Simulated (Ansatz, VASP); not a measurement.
## One calculation of Nb, two programs

File POSCAR:

```
Nb
1.0
   -1.6511317439      1.6511317439      1.6511317439
    1.6511317439     -1.6511317439      1.6511317439
    1.6511317439      1.6511317439     -1.6511317439
Nb
1
Direct
    0.0000000000      0.0000000000      0.0000000000
```

Contents of INCAR.step1:

```
PREC = Accurate ; ENCUT = 520
ISMEAR = -1 ; SIGMA = 0.1
LREAL = False ; LASPH = True
NELM = 80 ; NBANDS = 12
GGA = PE ; ALGO = Normal
EDIFF = 1E-4 ; LWAVE = True
LCHARG = False
```

File INCAR.step2:

```
PREC = Accurate ; ENCUT = 520
EDIFF = 1E-6 ; ISMEAR = -1
SIGMA = 0.1 ; LREAL = False
LASPH = True ; NELM = 80
ALGO = Normal ; ISIF = 2
LWAVE = False ; LCHARG = True
METAGGA = R2SCAN ; LMIXTAU = True
LELF = True ; LVHAR = True
NBANDS = 12 ; ISTART = 1
```

File KPOINTS:

```
Automatic mesh
0
Gamma
  6 6 6
```

Input for Ansatz:

```yaml
crystal:
  lattice:
    - [-1.6511317439, 1.6511317439, 1.6511317439]
    - [1.6511317439, -1.6511317439, 1.6511317439]
    - [1.6511317439, 1.6511317439, -1.6511317439]
  atoms:
    - { symbol: Nb, position: [0.0, 0.0, 0.0] }
hamiltonian:
  xc: r2scan
  pseudopotentials:
    kind: paw
    azcp:
      Nb: "pseudopotentials/Nb.paw.azcp"
basis:
  ecutwfc: 500
  fft_grid_basis: typed
kpoints:
  mp_grid: { grid: [6, 6, 6], shift: [0, 0, 0] }
magnetization:
  spin_polarized: false
scf:
  occupations: { method: fermi_dirac, width: 0.1 }
  lower_state_search: "off"
output:
  stress: true
  write_density: true
  write_potential: true
  elf: true
  volumetric_format: npy
```

Alike in both runs: task single point; functional r2SCAN; k mesh 6 × 6 × 6; occupations fermi-dirac, width 0.1 eV; no spin polarisation.

|  | VASP | Ansatz |
| --- | --- | --- |
| version | VASP 6.6.1 | Ansatz 0.2.0 |
| potentials or method | VASP PAW PBE potentials, release 64 (Nb_sv), cutoff 520 eV | plane waves (500 eV) with PAW, scalar-relativistic |
| valence electrons in the cell | 13 | 13 |

VASP gave:

| Quantity | Value |
| --- | --- |
| pressure (GPa) | -2.4 |

Problem. What did Ansatz give for the same quantities?

Solution. Pressure (GPa): -2.3.

VASP's potentials were made for PBE, not for r2SCAN.

The k mesh is coarse, so the values compare programs but aren't converged.
